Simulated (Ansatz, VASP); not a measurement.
## Two plane-wave programs on ZnS

```
Zn S
1.0
     0.00000    2.69452    2.69452
     2.69452    0.00000    2.69452
     2.69452    2.69452    0.00000
Zn S
1 1
Direct
  0.75000 0.75000 0.75000
  0.00000 0.00000 0.00000
```

Alike in both runs: functional r2SCAN; k mesh 16 × 16 × 16; occupations fermi-dirac, width 0.1 eV; no spin polarisation.

Ansatz relaxed the structure, and its values are those at the end. VASP's run is a single point on that final structure, the one shown.

|  | VASP | Ansatz |
| --- | --- | --- |
| version | VASP 6.6.1 | Ansatz 0.2.0 |
| potentials or method | VASP PAW PBE potentials, release 64 (Zn, S) | PAW with Ansatz's default frozen-core files, scalar-relativistic |
| plane-wave cutoff (eV) | 520 | 500 |
| valence electrons in the cell | 18 | 18 |

```tsv
	VASP	Ansatz	Ansatz less VASP
pressure (GPa)	0.0	0.0	0.00
```

VASP's potentials were made for PBE, not for r2SCAN. The functional is the same, so the differences come from potentials, cutoffs and numerics.
